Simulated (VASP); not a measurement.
Write the native input for VASP 6.6.1 that does the following.

```
Task                   : single point
Functional             : PBEsol
Potentials or basis    : VASP PAW PBE potentials, release 64 (Mg, S)
Cutoff                 : 520 eV
k mesh                 : 8 × 8 × 8
Occupations            : gaussian, width 0.05 eV
Spin                   : no spin polarisation
Dipole correction      : no
Further INCAR settings : ALGO = Normal; EDIFF = 1e-06; NBANDS = 11
```

The structure of MgS lies in POSCAR:

```
MgS
1.0
    0.0000000000      2.6016500000      2.4715675000
    2.6016500000      0.0000000000      2.4715675000
    2.6016500000      2.6016500000      0.0000000000
Mg S
1 1
Direct
    0.0000000000      0.0000000000      0.0000000000
    0.5000000000      0.5000000000      0.5000000000
```

This cell differs from its parent crystal: strain +0.000 along x and y, -0.050 along z.

One way to write it, as run:

INCAR

```
SYSTEM = MgS
  PREC = Accurate
  ENCUT = 520
  EDIFF = 1E-6
  ISMEAR = 0
  SIGMA = 0.05
  LREAL = .FALSE.
  LASPH = .TRUE.
  NELM = 60
  ALGO = Normal
  ISIF = 2
  LWAVE = .FALSE.
  LCHARG = .FALSE.
  GGA = PS
  NBANDS = 11
```

KPOINTS

```
regular mesh
0
G
  8 8 8
  0 0 0
```

Potentials or basis: VASP PAW PBE potentials, release 64 (Mg, S).

The run is started by

```bash
$ cat potpaw_PBE.64/Mg/POTCAR potpaw_PBE.64/S/POTCAR > POTCAR
$ mpirun -np 1 vasp_std > vasp.out
```

It gave:

```
Pressure               : 3.6 GPa
Band gap on the k mesh : 2.58 eV, indirect (least direct gap 3.92 eV)
```

Caveat: the cell differs from its parent crystal (strain +0.000 along x and y, -0.050 along z); the PAW data sets were made with another functional, which shifts forces and pressure a little.

Run time: 13 s on 1 thread of Intel(R) Xeon(R) Platinum 8488C (Sapphire Rapids), on a shared host, peak memory 0.17 GiB.
